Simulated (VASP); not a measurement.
# AlNi (C2/m) in VASP: settings compared

The runs below take AlNi through single point, with LDA, PBEsol.

Everything below comes from runs of VASP 6.6.1. Logs are shortened: lines on timing, memory, paths and dates and some standing lists are left out, and cuts for length are marked.

## Step 1: The cell of the first run

Symmetry: C2/m, No. 12, monoclinic system. Conventional cell: a = 4.570 Å, b = 2.771 Å, c = 4.083 Å, α = 90.00°, β = 109.27°, γ = 90.00°. Ni (site symmetry 2/m) has 6 Al at 2.47 to 2.51 Å and 6 Ni at 2.67 to 2.77 Å within 3.3 Å. Al (site symmetry 2/m) has 6 Ni at 2.47 to 2.51 Å and 6 Al at 2.67 to 2.77 Å within 3.3 Å.

## Step 2: Single point, LDA, collinear spin, ferromagnetic start

Input file INCAR:

```
SYSTEM = AlNi
PREC     = Accurate       ! precision mode
ENCUT    = 520            ! plane-wave cutoff, eV
EDIFF    = 1E-6           ! SCF threshold, eV
ISMEAR   = -1             ! smearing method
SIGMA    = 0.05           ! smearing width, eV
LREAL    = .FALSE.        ! projectors in reciprocal space
LASPH    = .TRUE.         ! aspherical terms in the spheres
NELM     = 150            ! most SCF steps
ALGO     = Normal         ! electronic algorithm
ISIF     = 2              ! what is computed and relaxed
LWAVE    = .FALSE.        ! write WAVECAR
LCHARG   = .FALSE.        ! write CHGCAR
ISPIN    = 2              ! spin polarisation
MAGMOM   = 1 0            ! initial moments
LORBIT   = 11             ! projections on sites
LMAXMIX  = 4              ! l up to which the mixer works
NBANDS   = 18             ! bands
```

Input file KPOINTS:

```
regular mesh
0
G
  11 11 7
  0 0 0
```

Input file POSCAR:

```
AlNi
1.0
    2.2852397227     -1.3853194495      0.0000000000
    2.2852397227      1.3853194495      0.0000000000
   -1.3473470277      0.0000000000      3.8547913226
Ni Al
1 1
Direct
    0.5000000000      0.5000000000      0.5000000000
    0.0000000000      0.0000000000      0.0000000000
```

Potentials or basis: VASP PAW LDA potentials, release 64 (Ni, Al).

On the command line:

```console
$ cat potpaw_LDA.64/Ni/POTCAR potpaw_LDA.64/Al/POTCAR > POTCAR
$ mpirun -np 1 vasp_std > vasp.out
```

OUTCAR:

```text
SYSTEM = AlNi
   PREC = Accurate
   ENCUT = 520
   EDIFF = 1E-6
   ISMEAR = -1
   LREAL = .FALSE.
   LASPH = .TRUE.
   NELM = 150
   ISIF = 2
   ISPIN = 2
   LORBIT = 11

 ion  position               nearest neighbor table
   1  0.500  0.500  0.500-   2 2.47   2 2.47   2 2.47   2 2.47   2 2.51   2 2.51
   2  0.000  0.000  0.000-   1 2.47   1 2.47   1 2.47   1 2.47   1 2.51   1 2.51

  LATTYP: Found a base centered monoclinic cell.
 ALAT       =     4.5704794454
 B/A-ratio  =     0.6062031198
 C/A-ratio  =     0.8934454424
 COS(beta)  =    -0.3299511685

  Lattice vectors:

 A1 = (   2.2852397227,  -1.3853194495,   0.0000000000)
 A2 = (   2.2852397227,   1.3853194495,   0.0000000000)
 A3 = (  -1.3473470277,   0.0000000000,   3.8547913226)

Analysis of symmetry for initial positions (statically):
=====================================================================
 Subroutine PRICEL returns:
 Original cell was already a primitive cell.

 Routine SETGRP: Setting up the symmetry group for a
 base centered monoclinic supercell.

 Subroutine GETGRP returns: Found  4 space group operations
 (whereof  4 operations were pure point group operations)
 out of a pool of  4 trial point group operations.

The static configuration has the point symmetry C_2h.

Analysis of symmetry for dynamics (positions and initial velocities):
=====================================================================
 Subroutine PRICEL returns:
 Original cell was already a primitive cell.

 Routine SETGRP: Setting up the symmetry group for a
 base centered monoclinic supercell.

 Subroutine GETGRP returns: Found  4 space group operations
 (whereof  4 operations were pure point group operations)
 out of a pool of  4 trial point group operations.

The dynamic configuration has the point symmetry C_2h.

Analysis of structural, dynamic, and magnetic symmetry:
=====================================================================
 Subroutine PRICEL returns:
 Original cell was already a primitive cell.

 Routine SETGRP: Setting up the symmetry group for a
 base centered monoclinic supercell.

 Subroutine GETGRP returns: Found  4 space group operations
 (whereof  4 operations were pure point group operations)
 out of a pool of  4 trial point group operations.

The overall configuration has the point symmetry C_2h.

 Subroutine INISYM returns: Found  4 space group operations
 (whereof  4 operations are pure point group operations),
 and found     1 'primitive' translations

----------------------------------------------------------------------------------------

                                     Primitive cell

  volume of cell :      24.4069

  direct lattice vectors                    reciprocal lattice vectors
     2.285239723 -1.385319450  0.000000000     0.218795427 -0.360927583  0.076474533
     2.285239723  1.385319450  0.000000000     0.218795427  0.360927583  0.076474533
    -1.347347028  0.000000000  3.854791323     0.000000000  0.000000000  0.259417415

  length of vectors
     2.672345518  2.672345518  4.083474030     0.428938822  0.428938822  0.259417415

  position of ions in fractional coordinates (direct lattice)
     0.500000000  0.500000000  0.500000000
     0.000000000  0.000000000  0.000000000

  ion indices of the primitive-cell ions
   primitive index   ion index
                 1           1
                 2           2

----------------------------------------------------------------------------------------

 KPOINTS: regular mesh

Automatic generation of k-mesh.
 Grid dimensions read from file:
 generate k-points for:   11   11    7

 Generating k-lattice:

  Cartesian coordinates                     Fractional coordinates (reciprocal lattice)
     0.019890493 -0.032811598  0.006952230     0.090909091  0.000000000  0.000000000
     0.019890493  0.032811598  0.006952230     0.000000000  0.090909091  0.000000000
     0.000000000  0.000000000  0.037059631     0.000000000  0.000000000  0.142857143

  Length of vectors
     0.038994438  0.038994438  0.037059631

  Shift w.r.t. Gamma in fractional coordinates (k-lattice)
     0.000000000  0.000000000  0.000000000

 Subroutine IBZKPT returns following result:
 ===========================================

 Found    234 irreducible k-points:

 Following reciprocal coordinates:
            Coordinates               Weight
  0.000000  0.000000  0.000000      1.000000
  0.090909  0.000000 -0.000000      4.000000
  0.181818 -0.000000  0.000000      4.000000
  0.272727 -0.000000  0.000000      4.000000
  0.363636  0.000000  0.000000      4.000000
  0.454545  0.000000 -0.000000      4.000000
[... 16 lines left out ...]
 -0.272727  0.181818  0.000000      4.000000
 -0.181818  0.181818  0.000000      2.000000
 [... further k-points ...]
   k-points           NKPTS =    234   k-points in BZ     NKDIM =    234   number of bands    NBANDS=     18
   number of dos      NEDOS =    301   number of ions     NIONS =      2
[... 77 lines left out ...]
     17      29.5107      0.00000
     18      30.3951      0.00000

 k-point     2 :       0.0909    0.0000   -0.0000
  band No.  band energies     occupation
      1      -1.3937      1.00000
      2       5.7059      1.00000
      3       7.1138      1.00000
      4       7.4010      1.00000
      5       7.7605      1.00000
      6       7.9870      1.00000
[... 10 lines left out ...]
     17      30.6156      0.00000
     18      32.3370      0.00000

 k-point     3 :       0.1818   -0.0000    0.0000
  band No.  band energies     occupation
      1      -0.7193      1.00000
      2       5.9515      1.00000
      3       6.7098      1.00000
      4       7.2515      1.00000
      5       7.8666      1.00000
      6       8.0112      1.00000
[... 412 lines left out ...]
 k-point    23 :      -0.2727    0.1818    0.0000
  band No.  band energies     occupation
      1       2.2533      1.00000
      2       6.1385      1.00000
      3       6.6730      1.00000
      4       6.8224      1.00000
      5       7.4232      1.00000
      6       8.7684      0.99999
[... 10 lines left out ...]
     17      33.3005      0.00000
     18      36.3124      0.00000

 k-point    24 :      -0.1818    0.1818    0.0000
  band No.  band energies     occupation
      1       0.8800      1.00000
      2       6.2752      1.00000
      3       6.6167      1.00000
      4       6.8943      1.00000
      5       7.5941      1.00000
      6       8.5082      1.00000
[... 10 lines left out ...]
     17      33.6483      0.00000
     18      34.4283      0.00000

 [... further k-points ...]

 spin component 2

 k-point     1 :       0.0000    0.0000    0.0000
  band No.  band energies     occupation
      1      -1.6212      1.00000
      2       5.5977      1.00000
      3       7.4031      1.00000
      4       7.6442      1.00000
      5       7.7171      1.00000
      6       7.9038      1.00000
[... 10 lines left out ...]
     17      29.5107      0.00000
     18      30.3952      0.00000

 k-point     2 :       0.0909    0.0000   -0.0000
  band No.  band energies     occupation
      1      -1.3938      1.00000
      2       5.7063      1.00000
      3       7.1141      1.00000
      4       7.4018      1.00000
      5       7.7613      1.00000
      6       7.9876      1.00000
[... 10 lines left out ...]
     17      30.6155      0.00000
     18      32.3370      0.00000

 k-point     3 :       0.1818   -0.0000    0.0000
  band No.  band energies     occupation
      1      -0.7193      1.00000
      2       5.9519      1.00000
      3       6.7102      1.00000
      4       7.2522      1.00000
      5       7.8672      1.00000
      6       8.0119      1.00000
[... 412 lines left out ...]
 k-point    23 :      -0.2727    0.1818    0.0000
  band No.  band energies     occupation
      1       2.2533      1.00000
      2       6.1389      1.00000
      3       6.6736      1.00000
      4       6.8228      1.00000
      5       7.4237      1.00000
      6       8.7692      0.99999
[... 10 lines left out ...]
     17      33.3006      0.00000
     18      36.3123      0.00000

 k-point    24 :      -0.1818    0.1818    0.0000
  band No.  band energies     occupation
      1       0.8799      1.00000
      2       6.2756      1.00000
      3       6.6172      1.00000
      4       6.8949      1.00000
      5       7.5946      1.00000
      6       8.5090      1.00000
[... 10 lines left out ...]
     17      33.6483      0.00000
     18      34.4284      0.00000

 [... further k-points ...]

------------------------ aborting loop because EDIFF is reached ----------------------------------------

  FORCE on cell =-STRESS in cart. coord.  units (eV):
  Direction    XX          YY          ZZ          XY          YZ          ZX
  --------------------------------------------------------------------------------------
  -------------------------------------------------------------------------------------
  Total       -0.4613479     -0.7641490     -0.8703362      0.0000000      0.0000000     -0.1133243
  in kB      -30.2849277    -50.1621392    -57.1327385      0.0000000      0.0000000     -7.4391123
  external PRESSURE =     -45.8599351 kB  Pullay stress =       0.0000000 kB

 VOLUME and BASIS-vectors are now :
 -----------------------------------------------------------------------------
  energy-cutoff  :      520.00
  volume of cell :       24.41
      direct lattice vectors                 reciprocal lattice vectors
     2.285239723 -1.385319450  0.000000000     0.218795427 -0.360927583  0.076474533
     2.285239723  1.385319450  0.000000000     0.218795427  0.360927583  0.076474533
    -1.347347028  0.000000000  3.854791323     0.000000000  0.000000000  0.259417415

 POSITION                                       TOTAL-FORCE (eV/Angst)
 -----------------------------------------------------------------------------------
      1.61157      0.00000      1.92740         0.000000     -0.000000      0.000000
      0.00000      0.00000      0.00000         0.000000      0.000000      0.000000
 -----------------------------------------------------------------------------------
    total drift:                                0.000000      0.000000      0.000000

  FREE ENERGIE OF THE ION-ELECTRON SYSTEM (eV)
  ---------------------------------------------------
  free  energy   TOTEN  =       -11.6311145861 eV

  energy  without entropy=      -11.6238831793  energy(sigma->0) =      -11.62749888

 total charge

# of ion       s       p       d       tot
------------------------------------------
    1        0.467   0.498   8.448   9.412
    2        0.422   0.424   0.000   0.846
--------------------------------------------------
tot          0.889   0.922   8.448  10.258

 magnetization (x)

# of ion       s       p       d       tot
------------------------------------------
    1       -0.000  -0.000   0.000   0.000
    2       -0.000  -0.000   0.000  -0.000
--------------------------------------------------
tot         -0.000  -0.000   0.000   0.000
```

It took 92 s on 1 thread of Intel Xeon 6975P-C (Granite Rapids), shared host; peak memory 0.25 GiB.

Results:

```
Free energy                                           : -11.6311 eV
Pressure                                              : -4.6 GPa
Net moment                                            : 0.00 μB per cell
Valence electrons inside the program's atomic spheres : Ni 9.41; Al 0.85
```

Caveat: the cell stands under tension.

## Step 3: Single point, PBEsol, collinear spin, ferromagnetic start

Input file INCAR:

```
SYSTEM = AlNi
PREC = Accurate
ENCUT = 520
EDIFF = 1E-6
ISMEAR = -1
SIGMA = 0.05
LREAL = .False.
LASPH = .True.
NELM = 150
ALGO = Normal
ISIF = 2
LWAVE = .False.
LCHARG = .True.
ISPIN = 2
MAGMOM = 1 0
LORBIT = 11
LMAXMIX = 4
GGA = PS
LELF = .True.
LVHAR = .True.
NBANDS = 18
```

Input file KPOINTS:

```
regular mesh
0
Gamma
  11 11 7
  0 0 0
```

POSCAR is that of step 2.

Potentials or basis: VASP PAW PBE potentials, release 64 (Ni, Al).

On the command line:

```console
$ cat potpaw_PBE.64/Ni/POTCAR potpaw_PBE.64/Al/POTCAR > POTCAR
$ mpirun -np 1 vasp_std > vasp.out
```

Wall time 94 s (1 thread of Intel Xeon 6975P-C (Granite Rapids), shared host); peak memory 0.26 GiB.

Results (log left out):

```yaml
Free_energy: -11.0527 eV
Pressure: 0.3 GPa
Net_moment: 0.00 μB per cell
Valence_electrons_inside_the_program's_atomic_spheres: Ni 9.40; Al 0.83
```

Stress tensor (GPa, compression positive):
```
 1.25  0.00 -0.70
 0.00 -0.77  0.00
-0.70  0.00  0.45
```

Levels at points of the mesh, in eV from the Fermi level:
Spin up:
```tsv
k point	band 5	band 6	band 7	band 8	band 9	band 10
(0.00, 0.00, 0.00)	-1.59	-1.41	-1.27	2.78	13.74	14.16
```
Spin down:
```csv
k point,band 5,band 6,band 7,band 8,band 9,band 10
"(0.00, 0.00, 0.00)",-1.59,-1.41,-1.27,2.78,13.74,14.16
```

Caveat: the PAW data sets were made with another functional, which shifts forces and pressure a little.

## Step 4: Single point, LDA, collinear spin, ferromagnetic start

This run uses another cell than the first one, of 12.45 Å³/atom.

Input file INCAR:

```
  PREC = Accurate
  ENCUT = 520
  EDIFF = 1E-7
  ISMEAR = -1
  SIGMA = 0.05
  LREAL = False
  LASPH = True
  NELM = 150
  ALGO = Normal
  ISIF = 2
  LWAVE = False
  LCHARG = False
  ISPIN = 2
  MAGMOM = 1 0
  LORBIT = 11
  LMAXMIX = 4
  GGA = CA
  NBANDS = 18
```

Input file KPOINTS:

```
regular mesh
0
Gamma
  11 11 7
```

Input file POSCAR:

```
AlNi
1.0
    2.3006810000     -1.3946800000      0.0000000000
    2.3006810000      1.3946800000      0.0000000000
   -1.3564510000      0.0000000000      3.8808380000
Ni Al
1 1
Direct
    0.5000000000      0.5000000000      0.5000000000
    0.0000000000      0.0000000000      0.0000000000
```

Potentials or basis: VASP PAW LDA potentials, release 64 (Ni, Al).

On the command line:

```console
$ cat potpaw_LDA.64/Ni/POTCAR potpaw_LDA.64/Al/POTCAR > POTCAR
$ mpirun -np 1 vasp_std > vasp.out
```

It took 94 s on 1 thread of Intel Xeon 6975P-C (Granite Rapids), shared host; peak memory 0.25 GiB.

The run converged. Its results:

- Free energy: -11.6117 eV
- Pressure: -7.7 GPa
- Net moment: 0.00 μB per cell
- Valence electrons inside the program's atomic spheres: Ni 9.38; Al 0.83

Stress tensor (GPa, compression positive):
```
-5.98  0.00 -0.75
 0.00 -7.87  0.00
-0.75  0.00 -9.24
```

Levels at points of the mesh, in eV from the Fermi level:
Spin up:
| k point | band 5 | band 6 | band 7 | band 8 | band 9 | band 10 |
| --- | --- | --- | --- | --- | --- | --- |
| (0.00, 0.00, 0.00) | -1.57 | -1.39 | -1.26 | 2.71 | 13.60 | 13.73 |
Spin down:
```csv
k point,band 3,band 4,band 5,band 6,band 7,band 8,band 9,band 10,band 11,band 12
"(0.00, 0.00, 0.00)",-1.87,-1.65,-1.57,-1.39,-1.26,2.71,13.60,13.73,14.72,15.13
```

Caveat: the cell stands under tension.

## Step 5: Single point, PBEsol, collinear spin, ferromagnetic start

This run uses another cell than the first one, of 12.45 Å³/atom.

Input file INCAR:

```
SYSTEM = AlNi
ALGO = Normal ; EDIFF = 1E-7
ENCUT = 520 ; GGA = PS
ISIF = 2 ; ISMEAR = -1
ISPIN = 2 ; LASPH = .True.
LCHARG = .False. ; LMAXMIX = 4
LORBIT = 11 ; LREAL = .False.
LWAVE = .False. ; MAGMOM = 1 0
NBANDS = 18 ; NELM = 150
PREC = Accurate ; SIGMA = 0.05
```

Input file KPOINTS:

```
k-points
0
Gamma
  11 11 7
  0 0 0
```

POSCAR is that of step 4.

Potentials or basis: VASP PAW PBE potentials, release 64 (Ni, Al).

On the command line:

```console
$ cat potpaw_PBE.64/Ni/POTCAR potpaw_PBE.64/Al/POTCAR > POTCAR
$ mpirun -np 1 vasp_std > vasp.out
```

Wall time 98 s (1 thread of Intel Xeon 6975P-C (Granite Rapids), shared host); peak memory 0.27 GiB.

It converged, with:

```
Free energy                                           : -11.0482 eV
Pressure                                              : -3.0 GPa
Net moment                                            : 0.00 μB per cell
Valence electrons inside the program's atomic spheres : Ni 9.37; Al 0.82
```

Stress tensor (GPa, compression positive):
```
-1.84  0.00 -0.71
 0.00 -3.76  0.00
-0.71  0.00 -3.26
```

Levels at points of the mesh, in eV from the Fermi level:
Spin up:
| k point | band 5 | band 6 | band 7 | band 8 | band 9 | band 10 |
| --- | --- | --- | --- | --- | --- | --- |
| (0.00, 0.00, 0.00) | -1.55 | -1.37 | -1.24 | 2.72 | 13.61 | 13.90 |
Spin down:
| k point | band 4 | band 5 | band 6 | band 7 | band 8 | band 9 | band 10 | band 11 |
| --- | --- | --- | --- | --- | --- | --- | --- | --- |
| (0.00, 0.00, 0.00) | -1.69 | -1.55 | -1.37 | -1.24 | 2.72 | 13.61 | 13.90 | 14.85 |

Caveat: the PAW data sets were made with another functional, which shifts forces and pressure a little.

## Step 6: The runs side by side

```csv
level,potentials or basis,cell,gap on the mesh (eV),pressure (GPa),moment (μB)
LDA,"VASP PAW LDA potentials, release 64 (Ni, Al)","a = 2.672, b = 2.672, c = 4.083 Å, angles 106.4, 106.4, 62.4°, 2 atoms",none,-4.6,0.00
PBEsol,"VASP PAW PBE potentials, release 64 (Ni, Al)","a = 2.672, b = 2.672, c = 4.083 Å, angles 106.4, 106.4, 62.4°, 2 atoms",none,0.3,0.00
LDA,"VASP PAW LDA potentials, release 64 (Ni, Al)","a = 2.690, b = 2.690, c = 4.111 Å, angles 106.4, 106.4, 62.4°, 2 atoms",none,-7.7,0.00
PBEsol,"VASP PAW PBE potentials, release 64 (Ni, Al)","a = 2.690, b = 2.690, c = 4.111 Å, angles 106.4, 106.4, 62.4°, 2 atoms",none,-3.0,0.00
```

Alike in all rows: task single point; spin collinear, ferromagnetic start; k mesh 11 × 11 × 7; cutoff (eV) 520; smearing fermi-dirac 0.05 eV.

Caveats: the cell stands under tension (at least some runs); the PAW data sets were made with another functional, which shifts forces and pressure a little (at least some runs).

Absolute energies hang on the potentials; compare differences alone.
